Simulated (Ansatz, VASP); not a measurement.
GaAs: VASP beside Ansatz

INCAR

```
SYSTEM = GaAs
  ALGO = Normal
  EDIFF = 1E-6
  ENCUT = 500
  GGA = CA
  GGA_COMPAT = .FALSE.
  ISIF = 2
  ISMEAR = 0
  LASPH = .TRUE.
  LCHARG = .FALSE.
  LREAL = .FALSE.
  LWAVE = .FALSE.
  NBANDS = 16
  NELM = 120
  PREC = Accurate
  SIGMA = 0.01
```

The input KPOINTS:

```
k-points
0
G
  8 8 8
  0 0 0
```

File POSCAR:

```
GaAs
1.0
    2.6695899321      2.6695899321      0.0000000000
   -2.6695899321      2.6695899321      0.0000000000
    0.0000000000      2.6695899321      2.6695899321
Ga As
1 1
Direct
    0.0000000000      0.0000000000      0.0000000000
    0.7500000000      0.2500000000      0.5000000000
```

Input for Ansatz:

```yaml
crystal:
  lattice:
    - [2.66958993211, 2.66958993211, 0.0]
    - [-2.66958993211, 2.66958993211, 0.0]
    - [0.0, 2.66958993211, 2.66958993211]
  atoms:
    - { symbol: Ga, position: [0.0, 0.0, 0.0] }
    - { symbol: As, position: [0.75, 0.25, 0.5] }
kpoints:
  mp_grid: { grid: [8, 8, 8] }
scf:
  occupations: { method: fixed }
  convergence: { dr2_threshold: 1.0e-10 }
hamiltonian:
  xc: lda
  pseudopotentials: { kind: all_electron, lapw: { basis_error: 0.0005 } }
output:
  forces: true
  stress: true
  eigenstates:
    kpoints:
      - [0.0, 0.0, 0.0]
      - [0.5, 0.0, 0.0]
      - [0.0, 0.5, 0.5]
      - [0.0, -0.5, 0.0]
      - [0.5, 0.0, 0.5]
      - [0.431025135, -0.431025135, 0.0]
      - [0.431025135, 0.431025135, 0.431025136]
      - [0.0, 0.0, 0.431025135]
      - [-0.5, -0.5, -0.5]
      - [-0.5, 0.5, 0.0]
      - [0.0, 0.0, -0.5]
  eigenvalues: true
```

Alike in both runs: task single point; functional LDA; k mesh 8 × 8 × 8; no spin polarisation.

```csv
,VASP,Ansatz
version,VASP 6.6.1,Ansatz 0.2.0
potentials or method,"VASP PAW LDA potentials, release 64 (Ga_d, As), cutoff 500 eV","all-electron LAPW, scalar-relativistic"
occupations,"gaussian, width 0.01 eV",fixed
```

```tsv
	VASP	Ansatz	Ansatz less VASP
gap on the k mesh at the Fermi level (eV)	0.98	0.99	+0.014
pressure (GPa)	15.6	15.0	-0.57
```

LDA's correlation is that of Perdew and Zunger in VASP and of Perdew and Wang (1992) in Ansatz. Ansatz ran all-electron here, and VASP with PAW potentials.
